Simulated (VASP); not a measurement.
Write the native input for VASP 6.6.1 that does the following.

```yaml
Task: single point
Functional: PBE
Potentials_or_basis: VASP PAW PBE potentials, release 64 (Al)
Cutoff: 520 eV
k_mesh: 24 × 24 × 24
Occupations: gaussian, width 0.1 eV
Spin: no spin polarisation
Dipole_correction: no
Further_INCAR_settings: ALGO = Normal; EDIFF = 1e-06; NBANDS = 8
```

The structure of Al lies in POSCAR:

```
Al
1.0
   -1.6175318002      1.6175318002      1.6175318002
    1.6175318002     -1.6175318002      1.6175318002
    1.6175318002      1.6175318002     -1.6175318002
Al
1
Direct
    0.0000000000      0.0000000000      0.0000000000
```

The cell was built from a structure type or drawn by symmetry, and may not be a known phase.

The input as run:

INCAR

```
SYSTEM = Al
PREC     = Accurate       ! precision mode
ENCUT    = 520            ! plane-wave cutoff, eV
EDIFF    = 1E-6           ! SCF threshold, eV
ISMEAR   = 0              ! smearing method
SIGMA    = 0.1            ! smearing width, eV
LREAL    = .FALSE.        ! projectors in reciprocal space
LASPH    = .TRUE.         ! aspherical terms in the spheres
NELM     = 100            ! most SCF steps
ALGO     = Normal         ! electronic algorithm
ISIF     = 2              ! what is computed and relaxed
LWAVE    = .FALSE.        ! write WAVECAR
LCHARG   = .FALSE.        ! write CHGCAR
GGA      = PE             ! functional
NBANDS   = 8              ! bands
```

KPOINTS

```
regular mesh
0
G
  24 24 24
  0 0 0
```

Potentials or basis: VASP PAW PBE potentials, release 64 (Al).

Command:

```console
$ cat potpaw_PBE.64/Al/POTCAR > POTCAR
$ mpirun -np 1 vasp_std > vasp.out
```

Results of the run:

```json
{"Pressure": "0.0 GPa", "Band gap on the k mesh": "zero (an odd number of electrons rules out a gap without spin polarisation)"}
```

It took 55 s on 1 thread of Intel Xeon 8259CL, with other jobs on the host, peak memory 0.17 GiB.
